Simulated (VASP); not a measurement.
Runs of VASP 6.6.1 on Ge. The structure is that of space group Fd-3m (No. 227), or close to it. The cells are those of the table. 

```csv
level,spin,cell,cutoff (eV),smearing,gap on the mesh (eV),pressure (GPa),moment (μB)
BLYP+D4,off,"a = 3.947 Å, angles 60.0°, 2 atoms",520,fermi-dirac 0.05 eV,(b),6.2,-
"pbe exchange, pbesol correlation",collinear,"a = 3.919 Å, angles 60.0°, 2 atoms",500,gaussian 0.15 eV,0.36,9.6,0.00
"pbe exchange, lda correlation",off,"a = 4.209 Å, angles 60.0°, 2 atoms",500,fermi-dirac 0.1 eV,none,0.0,-
PBE,"non-collinear, zero start, SOC","a = 3.947 Å, angles 60.0°, 2 atoms",520,fermi-dirac 0.05 eV,-,(a),0.00
revPBE+D3(BJ),off,"a = 4.001 Å, angles 60.0°, 2 atoms",520,fermi-dirac 0.05 eV,0.12,0.6,-
```

Alike in all rows: task single point; potentials or basis VASP PAW PBE potentials, release 64 (Ge_d); k mesh 8 × 8 × 8.

**Question.** Estimate the missing entries.

**Answer.** (a) 6.9; (b) 0.20.

Caveats: the PAW data sets were made with another functional, which shifts forces and pressure a little (at least some runs); the cell stands under pressure (at least some runs); semilocal functionals underestimate gaps, so a narrow gap can read as zero (at least some runs).

A k mesh can miss the band edges, and rows without SOC leave out spin-orbit coupling on Ge.

A gap of «none» marks levels without a gap at the run's occupations.
